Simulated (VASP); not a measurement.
Input of a VASP 6.6.1 run:

INCAR

```
PREC = Accurate ; ENCUT = 750
EDIFF = 1E-6 ; ISMEAR = 0
SIGMA = 0.02 ; LREAL = False
LASPH = True ; NELM = 120
ALGO = Normal ; ISIF = 2
LWAVE = False ; LCHARG = False
GGA = CA ; NBANDS = 12
GGA_COMPAT = False
```

File KPOINTS:

```
Automatic mesh
0
Gamma
  10 10 10
```

The input POSCAR:

```
LiF
1.0
    0.0000000000      1.9537008236      1.9537008236
    1.9537008236      0.0000000000      1.9537008236
    1.9537008236      1.9537008236      0.0000000000
Li F
1 1
Direct
    0.0000000000      0.0000000000      0.0000000000
    0.5000000000      0.5000000000      0.5000000000
```

Potentials or basis: VASP PAW LDA potentials, release 64 (Li_sv, F).

Run with:

```bash
$ cat potpaw_LDA.64/Li_sv/POTCAR potpaw_LDA.64/F/POTCAR > POTCAR
$ mpirun -np 1 vasp_std > vasp.out
```

Question: Predict the band gap on the k mesh.

Answer: 9.69 eV, direct.

Question: What does it give for the pressure?

Answer: -0.4 GPa.

A k mesh can miss the band edges.
